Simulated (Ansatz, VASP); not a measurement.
**Sn in VASP and in Ansatz**

File INCAR:

```
SYSTEM = Sn
ALGO = Normal
EDIFF = 1E-8
ENCUT = 520
GGA = PE
ISIF = 2
ISMEAR = -1
LASPH = .TRUE.
LCHARG = .FALSE.
LEFG = .TRUE.
LREAL = .FALSE.
LWAVE = .FALSE.
NBANDS = 21
NELM = 60
PREC = Accurate
SIGMA = 0.05
```

Contents of KPOINTS:

```
k-points
0
G
  15 15 15
  0 0 0
```

The input POSCAR:

```
Sn
1.0
   -2.9158500000      2.9158500000      1.5906500000
    2.9158500000     -2.9158500000      1.5906500000
    2.9158500000      2.9158500000     -1.5906500000
Sn
2
Direct
    0.0000000000      0.0000000000      0.0000000000
    0.7500000000      0.2500000000      0.5000000000
```

Input for Ansatz:

```yaml
crystal:
  lattice:
    - [-2.91585, 2.91585, 1.59065]
    - [2.91585, -2.91585, 1.59065]
    - [2.91585, 2.91585, -1.59065]
  atoms:
    - { symbol: Sn, position: [0.0, 0.0, 0.0] }
    - { symbol: Sn, position: [0.75, 0.25, 0.5] }
kpoints:
  mp_grid: { grid: [15, 15, 15] }
  band_path:
    path:
      - [0.0, 0.0, 0.0]
      - [0.0, 0.0, 0.5]
      - [-0.5, 0.5, 0.5]
      - [0.0, 0.0, 0.0]
      - [0.3243975974, 0.3243975974, -0.3243975974]
      - [-0.3243975974, 0.6756024026, 0.3243975974]
      - [-0.5, 0.5, 0.5]
      - [0.0, 0.0, 0.5]
      - [0.25, 0.25, 0.25]
    npoints: 8
scf:
  occupations: { method: fermi_dirac, width: 0.05 }
hamiltonian:
  xc: pbe
  pseudopotentials: { kind: all_electron, datasets: crystal }
output:
  forces: true
  stress: true
  eigenvalues: true
  efg: { contact_densities: true }
```

Alike in both runs: task electric field gradients; functional PBE; k mesh 15 × 15 × 15; occupations fermi-dirac, width 0.05 eV; no spin polarisation.

|  | VASP | Ansatz |
| --- | --- | --- |
| version | VASP 6.6.1 | Ansatz 0.2.0 |
| potentials or method | VASP PAW PBE potentials, release 64 (Sn_d), cutoff 520 eV | all-electron PAW with datasets made for the crystal, scalar-relativistic |

VASP gave:

* pressure (GPa): 2.6
* traceless stress, the component that is largest in VASP (GPa): -0.68
* size of Vzz on the site where it differs most (V/Å²): 44.3

Problem. Estimate Ansatz's values.

Solution. Pressure (GPa): 2.7; traceless stress, the component that is largest in VASP (GPa): -0.68; size of Vzz on the site where it differs most (V/Å²): 46.0.

Ansatz ran all-electron here, and VASP with PAW potentials.
